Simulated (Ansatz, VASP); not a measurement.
## Two plane-wave programs on Cd

INCAR

```
SYSTEM = Cd
PREC = Accurate
ENCUT = 540
EDIFF = 1E-7
ISMEAR = 0
SIGMA = 0.1
LREAL = .False.
LASPH = .True.
NELM = 120
ALGO = Normal
ISIF = 3
LWAVE = .False.
LCHARG = .False.
GGA = CA
IBRION = 2
NSW = 100
EDIFFG = -0.005
GGA_COMPAT = .False.
NELMIN = 4
```

File KPOINTS:

```
Automatic mesh
0
Gamma
  18 18 8
  0 0 0
```

POSCAR

```
Cd
1.0
    2.9788700000      0.0000000000      0.0000000000
   -1.4894350000      2.5797770946      0.0000000000
    0.0000000000      0.0000000000      5.6176500000
Cd
2
Direct
    0.3333333333      0.6666666667      0.2500000000
    0.6666666667      0.3333333333      0.7500000000
```

Input for Ansatz:

```yaml
crystal:
  lattice:
    - [2.97887, 0.0, 0.0]
    - [-1.489435, 2.5797770946, 0.0]
    - [0.0, 0.0, 5.61765]
  atoms:
    - { symbol: Cd, position: [0.3333333333, 0.6666666667, 0.25] }
    - { symbol: Cd, position: [0.6666666667, 0.3333333333, 0.75] }
basis:
  ecutwfc: 420
kpoints:
  mp_grid: { grid: [18, 18, 8] }
hamiltonian:
  xc: lda
scf:
  occupations: { method: gaussian, width: 0.1 }
output:
  forces: true
  stress: true
  eigenvalues: true
  write_density: true
  write_potential: true
  elf: true
  volumetric_format: npy
relax:
  adjacent_minimum: "off"
  f_tol: 0.005
  max_steps: 80
  cell: { stress_tol: 0.05 }
```

Alike in both runs: task relaxation of cell and atoms; functional LDA; k mesh 18 × 18 × 8; occupations gaussian, width 0.1 eV; no spin polarisation.

```csv
,VASP,Ansatz
version,VASP 6.6.1,Ansatz 0.2.0
potentials or method,"VASP PAW LDA potentials, release 64 (Cd_sv_GW), cutoff 540 eV","scalar-relativistic, plane waves, PAW"
valence electrons in the cell,40,40
```

```csv
,VASP,Ansatz,Ansatz less VASP
"gap on the k mesh at the Fermi level, each at its own relaxed structure (eV)",none,none,-
relaxed volume (Å³/atom),19.69,20.11,+0.424
relaxed length of the cell vector where the two differ most in proportion (Å),5.424,5.539,+0.1158
```

LDA's correlation is that of Perdew and Zunger in VASP and of Perdew and Wang (1992) in Ansatz. A gap of «none» marks a metal or a gap that the smearing closes.
